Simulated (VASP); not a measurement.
Set up this calculation in VASP 6.6.1, as the native input.

* Task: single point
* Functional: BLYP
* Dispersion: D3(BJ)
* Potentials or basis: VASP PAW PBE potentials, release 64 (Zn)
* Cutoff: 520 eV
* k mesh: 12 × 12 × 12
* Occupations: fermi-dirac, width 0.15 eV
* Spin: no spin polarisation
* Dipole correction: no
* Further INCAR settings: ALGO = Normal; EDIFF = 1e-06; NBANDS = 12

The structure of Zn lies in POSCAR:

```
Zn
1.0
   -1.5383157098      1.5383157098      1.5383157098
    1.5383157098     -1.5383157098      1.5383157098
    1.5383157098      1.5383157098     -1.5383157098
Zn
1
Direct
    0.0000000000      0.0000000000      0.0000000000
```

These files were run (other wordings do the same):

INCAR

```
AGGAC = 1.0 ; AGGAX = 1.0
ALDAC = 0.0 ; ALDAX = 1.0
ALGO = Normal ; EDIFF = 1E-6
ENCUT = 520 ; GGA = B5
ISIF = 2 ; ISMEAR = -1
IVDW = 12 ; LASPH = T
LCHARG = F ; LREAL = F
LWAVE = F ; NBANDS = 12
NELM = 60 ; PREC = Accurate
SIGMA = 0.15 ; VDW_A1 = 0.4298
VDW_A2 = 4.2359 ; VDW_S6 = 1.0
VDW_S8 = 2.6996
```

KPOINTS

```
k-points
0
Gamma
  12 12 12
```

Potentials or basis: VASP PAW PBE potentials, release 64 (Zn).

Launch:

```sh
$ cat potpaw_PBE.64/Zn/POTCAR > POTCAR
$ mpirun -np 1 vasp_std > vasp.out
```

Results of the run:

```json
{
  "Pressure": "0.4 GPa",
  "Band gap on the k mesh": "zero (band 6 reaches 8.25 eV, above the bottom of band 7 at 3.00 eV)",
  "Dispersion energy per atom": "-0.941 eV"
}
```

Caveat: the PAW data sets were made with another functional, which shifts forces and pressure a little; pairwise dispersion overbinds metals, which lowers pressure and volume.

It took 10 s on 1 thread of Intel(R) Xeon(R) Platinum 8559C (Emerald Rapids), on a shared host, peak memory 0.13 GiB.
